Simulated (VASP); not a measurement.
# CoSi2: single point with PBEsol

The system is CoSi2.

```
CELL_PARAMETERS angstrom
0.00000 2.67800 2.67800
2.67800 0.00000 2.67800
2.67800 2.67800 0.00000
ATOMIC_POSITIONS crystal
Co 0.00000 0.00000 0.00000
Si 0.25000 0.25000 0.25000
Si 0.75000 0.75000 0.75000
```

```json
{"Program": "VASP 6.6.1", "Task": "single point", "Functional": "PBEsol", "Potentials or basis": "VASP PAW PBE potentials, release 64 (Co, Si)", "Cutoff": "520 eV", "k mesh": "10 × 10 × 10", "Occupations": "fermi-dirac, width 0.1 eV", "Spin": "collinear spin, ferromagnetic start", "Starting moments": "[1.16, 0.18, 0.18] μB", "Fixed moment": "1.8 μB"}
```

The pressure is 8.0 GPa, the net moment is 1.80 μB per cell and the site moments are Co +1.13; Si +0.14 μB. The valence electrons inside the program's atomic spheres are Co 8.81; Si 1.62.

Run time: 29 s on 1 thread of Intel(R) Xeon(R) 6975P-C (Granite Rapids) (shared host), peak memory 0.2 GiB.

Caveat: the PAW data sets were made with another functional, which shifts forces and pressure a little; the total moment is fixed, so each spin has its own Fermi level.
